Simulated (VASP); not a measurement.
# Hf (P6_3/mmc) in VASP: vibrations by perturbation theory with PBE

Aim: the vibrations by perturbation theory of Hf with PBE.

All numbers are computed with VASP 6.6.1; they aren't measurements. Logs are shortened: lines on timing, memory, paths and dates and some standing lists are left out, and cuts for length are marked.

## 1. The cell of the first run

The structure is hexagonal, space group P6_3/mmc (No. 194). The conventional cell has a = 3.197 Å, b = 3.197 Å, c = 5.058 Å, α = 90.00°, β = 90.00°, γ = 120.00°. Hf (site symmetry -6m2) has 12 Hf at 3.13 to 3.20 Å within 4.1 Å.

## 2. Vibrations by perturbation theory, PBE

INCAR

```
SYSTEM = Hf
PREC = Accurate ; ENCUT = 520
EDIFF = 1E-8 ; ISMEAR = -1
SIGMA = 0.1 ; LREAL = .FALSE.
LASPH = .TRUE. ; NELM = 100
ALGO = Normal ; ISIF = 2
LWAVE = .FALSE. ; LCHARG = .FALSE.
GGA = PE ; NBANDS = 17
IBRION = 8 ; NSW = 1
```

KPOINTS

```
regular mesh
0
G
  6 6 4
  0 0 0
```

POSCAR

```
Hf
1.0
    3.1967000000      0.0000000000      0.0000000000
   -1.5983500000      2.7684234100      0.0000000000
    0.0000000000      0.0000000000      5.0578000000
Hf
2
Direct
    0.3333333300      0.6666666700      0.2500000000
    0.6666666700      0.3333333300      0.7500000000
```

Potentials or basis: VASP PAW PBE potentials, release 64 (Hf_pv).

Run with:

```
> cat potpaw_PBE.64/Hf_pv/POTCAR > POTCAR
> mpirun -np 1 vasp_std > vasp.out
```

OUTCAR:

```text
SYSTEM = Hf
   PREC = Accurate
   ENCUT = 520
   EDIFF = 1E-8
   ISMEAR = -1
   LREAL = .FALSE.
   LASPH = .TRUE.
   NELM = 100
   ISIF = 2
   GGA = PE
   IBRION = 8
   NSW = 1

 ion  position               nearest neighbor table
   1  0.333  0.667  0.250-   2 3.13   2 3.13   2 3.13   2 3.13   2 3.13   2 3.13
   2  0.667  0.333  0.750-   1 3.13   1 3.13   1 3.13   1 3.13   1 3.13   1 3.13

  LATTYP: Found a hexagonal cell.
 ALAT       =     3.1967000000
 C/A-ratio  =     1.5821941377

  Lattice vectors:

 A1 = (   3.1967000000,   0.0000000000,   0.0000000000)
 A2 = (  -1.5983500000,   2.7684234100,   0.0000000000)
 A3 = (   0.0000000000,   0.0000000000,   5.0578000000)

Analysis of symmetry for initial positions (statically):
=====================================================================
 Subroutine PRICEL returns:
 Original cell was already a primitive cell.

 Routine SETGRP: Setting up the symmetry group for a
 hexagonal supercell.

 Subroutine GETGRP returns: Found 24 space group operations
 (whereof 12 operations were pure point group operations)
 out of a pool of 24 trial point group operations.

The static configuration has the point symmetry D_3d.
 The point group associated with its full space group is D_6h.

Analysis of symmetry for dynamics (positions and initial velocities):
=====================================================================
 Subroutine PRICEL returns:
 Original cell was already a primitive cell.

 Routine SETGRP: Setting up the symmetry group for a
 hexagonal supercell.

 Subroutine GETGRP returns: Found 24 space group operations
 (whereof 12 operations were pure point group operations)
 out of a pool of 24 trial point group operations.

The dynamic configuration has the point symmetry D_3d.
 The point group associated with its full space group is D_6h.

 Subroutine INISYM returns: Found 24 space group operations
 (whereof 12 operations are pure point group operations),
 and found     1 'primitive' translations

----------------------------------------------------------------------------------------

                                     Primitive cell

  volume of cell :      44.7606

  direct lattice vectors                    reciprocal lattice vectors
     3.196700000  0.000000000  0.000000000     0.312822598  0.180608211  0.000000000
    -1.598350000  2.768423410  0.000000000     0.000000000  0.361216422  0.000000000
     0.000000000  0.000000000  5.057800000     0.000000000  0.000000000  0.197714421

  length of vectors
     3.196700000  3.196700001  5.057800000     0.361216423  0.361216422  0.197714421

  position of ions in fractional coordinates (direct lattice)
     0.333333330  0.666666670  0.250000000
     0.666666670  0.333333330  0.750000000

  ion indices of the primitive-cell ions
   primitive index   ion index
                 1           1
                 2           2

----------------------------------------------------------------------------------------

 KPOINTS: regular mesh

Automatic generation of k-mesh.
 Grid dimensions read from file:
 generate k-points for:    6    6    4

 Generating k-lattice:

  Cartesian coordinates                     Fractional coordinates (reciprocal lattice)
     0.052137100  0.030101369  0.000000000     0.166666667 -0.000000000  0.000000000
     0.000000000  0.060202737  0.000000000     0.000000000  0.166666667  0.000000000
     0.000000000  0.000000000  0.049428605     0.000000000  0.000000000  0.250000000

  Length of vectors
[... 72 lines left out ...]
  volume/ion in A,a.u.               =      22.38       151.03
  Fermi-wavevector in a.u.,A,eV,Ry     =   1.251563  2.365112 21.312311  1.566411
  Thomas-Fermi vector in A             =   2.385505
   LORBIT       =      0    0 simple, 1 ext, 2 COOP (PROOUT), +10 PAW based schemes
   GGA     = PE    functional components
[... 5 lines left out ...]
 non-spin polarized calculation
  energy-cutoff  :      520.00
  volume of cell :       44.76
 maximum number of plane-waves:      1236
 NGX is ok and might be reduce to    24
   NGX = 11   NGY = 11   NGZ = 19

--------------------------------------- Ionic step        1  -------------------------------------------

 number of electron      20.0000004 magnetization

 Free energy of the ion-electron system (eV)
  ---------------------------------------------------
  ext. energy  EPLUGINS =         0.00000000
  ---------------------------------------------------
  free energy    TOTEN  =       -19.86124220 eV

  energy without entropy =      -19.79144313  energy(sigma->0) =      -19.82634266

 E-fermi :   4.9355     XC(G=0): -11.2812

 val. band max:        4.8974902917   @ k =   0.1667   0.0000   0.0000
 cond. band min:       4.9675724278   @ k =   0.3333   0.3333   0.2500
 fundamental gap:      0.0700821361
 Fermi energy:         4.9354505912

 k-point     1 :       0.0000    0.0000    0.0000
  band No.  band energies     occupation
      1     -26.1474      2.00000
      2     -25.4186      2.00000
      3     -25.4186      2.00000
      4     -25.2911      2.00000
      5     -25.2911      2.00000
      6     -25.2814      2.00000
[... 399 lines left out ...]
      6     -25.4210      2.00000
[... 9 lines left out ...]
     16       9.9778      0.00000
     17      13.4916      0.00000

------------------------ aborting loop because EDIFF is reached ----------------------------------------

  FORCE on cell =-STRESS in cart. coord.  units (eV):
  Direction    XX          YY          ZZ          XY          YZ          ZX
  --------------------------------------------------------------------------------------
  -------------------------------------------------------------------------------------
  Total        0.0515416      0.0515416      0.3162659      0.0000000      0.0000000      0.0000000
  in kB        1.8448986      1.8448986     11.3205331      0.0000000      0.0000000      0.0000000
  external PRESSURE =       5.0034434 kB  Pullay stress =       0.0000000 kB

 VOLUME and BASIS-vectors are now :
 -----------------------------------------------------------------------------
  energy-cutoff  :      520.00
  volume of cell :       44.76
      direct lattice vectors                 reciprocal lattice vectors
     3.196700000  0.000000000  0.000000000     0.312822598  0.180608211  0.000000000
    -1.598350000  2.768423410  0.000000000     0.000000000  0.361216422  0.000000000
     0.000000000  0.000000000  5.057800000     0.000000000  0.000000000  0.197714421

 POSITION                                       TOTAL-FORCE (eV/Angst)
 -----------------------------------------------------------------------------------
     -0.00000      1.84562      1.26445        -0.000000     -0.000000      0.000000
      1.59835      0.92281      3.79335         0.000000      0.000000      0.000000
 -----------------------------------------------------------------------------------
    total drift:                               -0.000002      0.000001     -0.000000

  FREE ENERGIE OF THE ION-ELECTRON SYSTEM (eV)
  ---------------------------------------------------
  free  energy   TOTEN  =       -19.8612422009 eV

  energy  without entropy=      -19.7914431277  energy(sigma->0) =      -19.82634266

[... ionic steps 2 to 3 ...]

--------------------------------------- Ionic step        4  -------------------------------------------

------------------------ aborting loop because EDIFF is reached ----------------------------------------

[... ionic steps 5 to 5 ...]

--------------------------------------- Ionic step        6  -------------------------------------------

 Free energy of the ion-electron system (eV)
  ---------------------------------------------------
  ---------------------------------------------------
  free energy    TOTEN  =        -0.25230424 eV

  energy without entropy =       -0.25230424

------------------------ aborting loop because EDIFF is reached ----------------------------------------

 INTERNAL STRAIN TENSOR  FOR ION    1  DIRECTION 3   (eV/Angst):
 -----------------------------------------------------------------------------
     0.06330  0.00000  0.00000
     0.00000  0.06330  0.00000
    -0.00000  0.00000 -0.12665

 INTERNAL STRAIN TENSOR FOR ION    2 for displacements in x,y,z  (eV/Angst):
          X           Y           Z          XY          YZ          ZX
  --------------------------------------------------------------------------------
  x    -0.00000     0.00000     0.00000     3.17952     0.00000     0.00000
  y     3.17952    -3.17952     0.00000     0.00000     0.00000     0.00000
  z    -0.00000    -0.00000    -0.00000    -0.00000    -0.00000     0.00000

 SECOND DERIVATIVES (NOT SYMMETRIZED)
 ------------------------------------
               1X          1Y          1Z          2X          2Y          2Z
  1X    -1.907913    0.000000    0.000000    1.907913    0.000000    0.000000
  1Y     0.000000   -1.907913    0.000000    0.000000    1.907913    0.000000
  1Z     0.000000   -0.000000   -4.288893    0.000000    0.000000    4.288893
  2X     1.907913    0.000000    0.000000   -1.907913    0.000000    0.000000
  2Y     0.000000    1.907913    0.000000    0.000000   -1.907913    0.000000
  2Z     0.000000    0.000000    4.288893    0.000000   -0.000000   -4.288893

 Eigenvectors and eigenvalues of the dynamical matrix
 ----------------------------------------------------

   1 f  =    3.427136 THz    21.533332 2PiTHz  114.316960 cm-1    14.173490 meV
             X         Y         Z           dx          dy          dz
     -0.000000  1.845616  1.264450     0.000000   -0.000000   -0.707107
      1.598350  0.922808  3.793350     0.000000    0.000000    0.707107
[... 16 lines left out ...]
   5 f  =    0.000000 THz     0.000000 2PiTHz    0.000001 cm-1     0.000000 meV
             X         Y         Z           dx          dy          dz
     -0.000000  1.845616  1.264450     0.000000   -0.000000   -0.707107
      1.598350  0.922808  3.793350     0.000000    0.000000   -0.707107

   6 f/i=    0.000000 THz     0.000000 2PiTHz    0.000001 cm-1     0.000000 meV
             X         Y         Z           dx          dy          dz
     -0.000000  1.845616  1.264450     0.699835    0.101149   -0.000000
      1.598350  0.922808  3.793350     0.699835    0.101149    0.000000

--------------------------------------------------------------------------------------------------------

 ELASTIC MODULI CONTR FROM IONIC RELAXATION (kBar)
 Direction    XX          YY          ZZ          XY          YZ          ZX
 --------------------------------------------------------------------------------
 XX        -189.6611    189.6611     -0.0000      0.0000     -0.0000      0.0000
 YY         189.6611   -189.6611      0.0000      0.0000      0.0000      0.0000
 ZZ          -0.0000      0.0000     -0.0000     -0.0000     -0.0000      0.0000
 XY           0.0000      0.0000     -0.0000   -189.6611     -0.0000      0.0000
 YZ          -0.0000      0.0000     -0.0000     -0.0000     -0.0000      0.0000
 ZX           0.0000      0.0000      0.0000      0.0000      0.0000      0.0000
 --------------------------------------------------------------------------------
```

Wall time 58 s (1 thread of Intel Xeon 6975P-C (Granite Rapids), shared host); peak memory 0.23 GiB.

Results:

| Property | Result |
| --- | --- |
| Highest phonon frequency at Γ | 114 cm⁻¹ |

Phonon frequencies in cm⁻¹ (negative: imaginary):
```tsv
q point	frequencies
(0.000, 0.000, 0.000)	0 0 0 76 76 114
```

Caveat: the k points lie up to 0.38 Å⁻¹ apart; spin-orbit coupling is left out, which moves the levels of the heavy elements.
